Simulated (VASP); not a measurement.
Here is a VASP 6.6.1 calculation.

The input INCAR:

```
SYSTEM = Ti
PREC = Accurate
ENCUT = 520
EDIFF = 1E-6
ISMEAR = -1
SIGMA = 0.06122561905347299
LREAL = .FALSE.
LASPH = .TRUE.
NELM = 80
ALGO = Normal
ISIF = 2
LWAVE = .FALSE.
LCHARG = .FALSE.
GGA = PE
NBANDS = 12
```

The input KPOINTS:

```
Automatic mesh
0
G
  16 16 16
  0 0 0
```

File POSCAR:

```
Ti
1.0
    0.0000000000      2.0427626874      2.0427626874
    2.0427626874      0.0000000000      2.0427626874
    2.0427626874      2.0427626874      0.0000000000
Ti
1
Direct
    0.0000000000      0.0000000000      0.0000000000
```

Potentials or basis: VASP PAW PBE potentials, release 64 (Ti_sv).

Run with:

```bash
$ cat potpaw_PBE.64/Ti_sv/POTCAR > POTCAR
$ mpirun -np 1 vasp_std > vasp.out
```

Q: What does it give for the pressure?

A: 2.0 GPa.

Q: Predict the band gap on the k mesh.

A: Zero (bands 6 and 7 overlap by 1.27 eV).
